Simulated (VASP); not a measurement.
Wanted: the native input for a VASP 6.6.1 run.

| Item | Value |
| --- | --- |
| Task | single point |
| Functional | PBEsol |
| Potentials or basis | VASP PAW PBE potentials, release 64 (Al, Ni) |
| Cutoff | 600 eV |
| k mesh | 18 × 18 × 18 |
| Occupations | gaussian, width 0.15 eV |
| Spin | no spin polarisation |
| Dipole correction | no |
| Further INCAR settings | ALGO = Normal; EDIFF = 1e-06; NBANDS = 21 |

The structure of AlNi lies in POSCAR:

```
AlNi
1.0
   -2.8621655520      0.0000000000     -2.8621655520
    0.0000000000     -2.8621655520     -2.8621655520
   -2.8621655520     -2.8621655520      0.0000000000
Al Ni
2 2
Direct
    0.5000000000      0.5000000000      0.4351485696
    0.0000000000      0.0000000000      0.0648514304
    0.2500000000      0.2500000000      0.2500000000
    0.7500000000      0.7500000000      0.7500000000
```

This cell differs from its parent crystal: atoms displaced along a vibrational mode.

One way to write it, as run:

INCAR

```
ALGO = Normal ; EDIFF = 1E-6
ENCUT = 600 ; GGA = PS
GGA_COMPAT = F ; ISIF = 2
ISMEAR = 0 ; LASPH = T
LCHARG = T ; LELF = T
LREAL = F ; LVHAR = T
LWAVE = F ; NBANDS = 21
NELM = 120 ; PREC = Accurate
SIGMA = 0.15
```

KPOINTS

```
k-points
0
Gamma
  18 18 18
```

Potentials or basis: VASP PAW PBE potentials, release 64 (Al, Ni).

Run with:

```console
$ cat potpaw_PBE.64/Al/POTCAR potpaw_PBE.64/Ni/POTCAR > POTCAR
$ mpirun -np 1 vasp_std > vasp.out
```

It gave:

```yaml
Pressure: 7.9 GPa
Largest_force: 3.424 eV/Å
Band_gap_on_the_k_mesh: zero (bands 13 and 14 overlap by 2.50 eV)
```

Caveat: the cell differs from its parent crystal (atoms displaced along a vibrational mode); the cell stands under pressure; the PAW data sets were made with another functional, which shifts forces and pressure a little.

Wall time 14 min on 1 thread of Oxide Virtual Turin-like Processor, on a shared host, peak memory 0.89 GiB.
